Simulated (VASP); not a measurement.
Crystal: Te2Mo.

```
Te Mo
1.0
     6.28752    0.00000    0.00000
     0.00000    3.44572    0.00000
    -0.94044    0.00000   13.73482
Te Mo
8 4
Direct
  0.94370 0.75000 0.60450
  0.05630 0.25000 0.39550
  0.90300 0.25000 0.85140
  0.09700 0.75000 0.14860
  0.41120 0.75000 0.89550
  0.58880 0.25000 0.10450
  0.44320 0.25000 0.64840
  0.55680 0.75000 0.35160
  0.81670 0.75000 0.99260
  0.18330 0.25000 0.00740
  0.68190 0.25000 0.49340
  0.31810 0.75000 0.50660
```

Base run:

- Program: VASP 6.6.1
- Functional: PBE
- Dispersion: D3(BJ)
- Potentials or basis: VASP PAW PBE potentials, release 64 (Te, Mo_sv)
- Cutoff: 520 eV
- k mesh: 4 × 8 × 2
- Occupations: fermi-dirac, width 0.05 eV
- Spin: no spin polarisation

Its results: band gap on the k mesh zero (band 52 reaches 8.64 eV, above the bottom of band 53 at 8.42 eV); pressure 1.3 GPa; largest force 0.475 eV/Å.

**Question.** The run is repeated on the same cell with these changes: functional from PBE to RPBE. What comes out?

**Answer.** Band gap on the k mesh zero (band 52 reaches 8.74 eV, above the bottom of band 53 at 8.52 eV); pressure -16.2 GPa; largest force 0.739 eV/Å.

Caveats: spin-orbit coupling is left out, which moves the levels of the heavy elements; pairwise dispersion overbinds metals, which lowers pressure and volume; the PAW data sets were made with another functional, which shifts forces and pressure a little (some runs).
